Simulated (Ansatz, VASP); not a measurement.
NiPt in VASP and in Ansatz

```
Ni Pt
1.0
     2.70994    0.00000    0.00000
     0.00000    2.70994    0.00000
     0.00000    0.00000    3.57832
Ni Pt
1 1
Direct
  0.50000 0.50000 0.50000
  0.00000 0.00000 0.00000
```

Alike in both runs: task single point; functional LDA; k mesh 10 × 10 × 7; occupations fermi-dirac, width 0.1 eV; collinear spin.

|  | VASP | Ansatz |
| --- | --- | --- |
| version | VASP 6.6.1 | Ansatz 0.2.0 |
| potentials or method | VASP PAW LDA potentials, release 64 (Ni, Pt), cutoff 520 eV | all-electron PAW with datasets made for the crystal, scalar-relativistic |

Ansatz gave:

| Property | Result |
| --- | --- |
| net moment per atom (μB) | 0.40 |
| size of the moment on the site where the two differ most (μB) | 0.56 |

Q: Which values does VASP return?

A: net moment per atom (μB): 0.28; size of the moment on the site where the two differ most (μB): 0.39.

The net moments are unlike, so the other rows may belong to different states. LDA's correlation is that of Perdew and Zunger in VASP and of Perdew and Wang (1992) in Ansatz. Site moments also hang on the region over which each program counts them. Ansatz ran all-electron here, and VASP with PAW potentials. Ansatz's warnings: band levels unverified.

Neither program's run includes spin-orbit coupling.
